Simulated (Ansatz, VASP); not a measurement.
## Two plane-wave programs on Al6O

INCAR

```
  ALGO = Normal
  DIPOL = 0.5 0.5 0.299
  EDIFF = 1E-6
  ENCUT = 520
  GGA = PE
  GGA_COMPAT = F
  IDIPOL = 3
  ISIF = 2
  ISMEAR = 0
  ISPIN = 2
  LASPH = T
  LCHARG = F
  LDIPOL = T
  LORBIT = 11
  LREAL = F
  LWAVE = F
  MAGMOM = 0 0 0 0 0 0 0 0 0 0 0 0 1 1
  NBANDS = 41
  NELM = 200
  NELMDL = -8
  PREC = Accurate
  SIGMA = 0.1
```

KPOINTS

```
k-points
0
Gamma
  5 5 1
```

Contents of POSCAR:

```
Al6O
1.0
    5.7135165838      0.0000000000      0.0000000000
    0.0000000000      5.7135165838      0.0000000000
    0.0000000000      0.0000000000     22.1746954225
Al O
12 2
Direct
    0.2500000000      0.2500000000      0.1803857922
    0.2500000000      0.7500000000      0.1803857922
    0.7500000000      0.2500000000      0.1803857922
    0.7500000000      0.7500000000      0.1803857922
    0.0000000000      0.0000000000      0.2744050915
    0.0000000000      0.5000000000      0.2744050915
    0.5000000000      0.0000000000      0.2744050915
    0.5000000000      0.5000000000      0.2744050915
    0.2500000000      0.2500000000      0.3686497274
    0.2500000000      0.7500000000      0.3686497274
    0.7500000000      0.2500000000      0.3686497274
    0.7500000000      0.7500000000      0.3686497274
    0.0771642367      0.2500000000      0.4480194759
    0.4228357633      0.2500000000      0.4480194759
```

Input for Ansatz:

```yaml
crystal:
  lattice:
    - [5.7135165838, 0.0, 0.0]
    - [0.0, 5.7135165838, 0.0]
    - [0.0, 0.0, 22.1746954225]
  atoms:
    - { symbol: Al, position: [0.25, 0.25, 0.1803857922] }
    - { symbol: Al, position: [0.25, 0.75, 0.1803857922] }
    - { symbol: Al, position: [0.75, 0.25, 0.1803857922] }
    - { symbol: Al, position: [0.75, 0.75, 0.1803857922] }
    - { symbol: Al, position: [0.0, 0.0, 0.2744050915] }
    - { symbol: Al, position: [0.0, 0.5, 0.2744050915] }
    - { symbol: Al, position: [0.5, 0.0, 0.2744050915] }
    - { symbol: Al, position: [0.5, 0.5, 0.2744050915] }
    - { symbol: Al, position: [0.25, 0.25, 0.3686497274] }
    - { symbol: Al, position: [0.25, 0.75, 0.3686497274] }
    - { symbol: Al, position: [0.75, 0.25, 0.3686497274] }
    - { symbol: Al, position: [0.75, 0.75, 0.3686497274] }
    - { symbol: O, position: [0.0771642367, 0.25, 0.4480194759], spin: 1.0 }
    - { symbol: O, position: [0.4228357633, 0.25, 0.4480194759], spin: 1.0 }
basis:
  ecutwfc: 420
kpoints:
  mp_grid: { grid: [5, 5, 1] }
hamiltonian:
  xc: pbe
  pseudopotentials: { kind: paw, azcp: { folder: soft_1 } }
scf:
  occupations: { method: gaussian, width: 0.1 }
output:
  forces: true
  eigenvalues: true
  populations: true
magnetization:
  spin_polarized: true
efield:
  axis: 3
  dipole_correction: true
  ramp_width: 0.04
```

Alike in both runs: task single point; functional PBE; k mesh 5 × 5 × 1; occupations gaussian, width 0.1 eV; collinear spin.

|  | VASP | Ansatz |
| --- | --- | --- |
| version | VASP 6.6.1 | Ansatz 0.2.0 |
| potentials or method | VASP PAW PBE potentials, release 64 (Al, O), cutoff 520 eV | scalar-relativistic, plane waves, PAW |
| valence electrons in the cell | 48 | 48 |

|  | VASP | Ansatz | Ansatz less VASP |
| --- | --- | --- | --- |
| gap on the k mesh at the Fermi level (eV) | none | none | - |
| rms of the force components (eV/Å) | 0.899 | 0.908 | +0.0090 |
| net moment per atom (μB) | 0.00 | 0.00 | 0.000 |

Atom by atom the forces differ by 0.011 eV/Å (rms over components). A gap of «none» marks a metal or a gap that the smearing closes. Ansatz's warnings: seeded moment not kept.
